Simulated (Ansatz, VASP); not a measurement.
One calculation of Te, two programs

```xyz
3
Lattice="4.3929 0.0000 0.0000 -2.1964 3.8043 0.0000 0.0000 0.0000 6.0101" Properties=species:S:1:pos:R:3 pbc="T T T"
Te    1.2446    0.0000    2.0034
Te   -0.6223    1.0778    4.0067
Te    1.5742    2.7265    6.0101
```

Alike in both runs: task single point; functional PBEsol; k mesh 8 × 8 × 5; occupations fermi-dirac, width 0.05 eV; no spin polarisation.

|  | VASP | Ansatz |
| --- | --- | --- |
| version | VASP 6.6.1 | Ansatz 0.2.0 |
| potentials or method | VASP PAW PBE potentials, release 64 (Te), cutoff 520 eV | plane waves (420 eV) with PAW, scalar-relativistic |
| valence electrons in the cell | 18 | 48 |

Ansatz gave:

- pressure (GPa): -2.0
- traceless stress, the component that is largest in VASP (GPa): -0.38

**Question.** Which values does VASP return?

**Answer.** Pressure (GPa): -2.0; traceless stress, the component that is largest in VASP (GPa): -0.35.

VASP's potentials were made for PBE, not for PBEsol, and Ansatz warns of the same on its side. VASP's potentials hold 18 valence electrons a cell and Ansatz's 48, so a difference there can come from the potentials and not from the codes.

Neither program's run includes spin-orbit coupling.
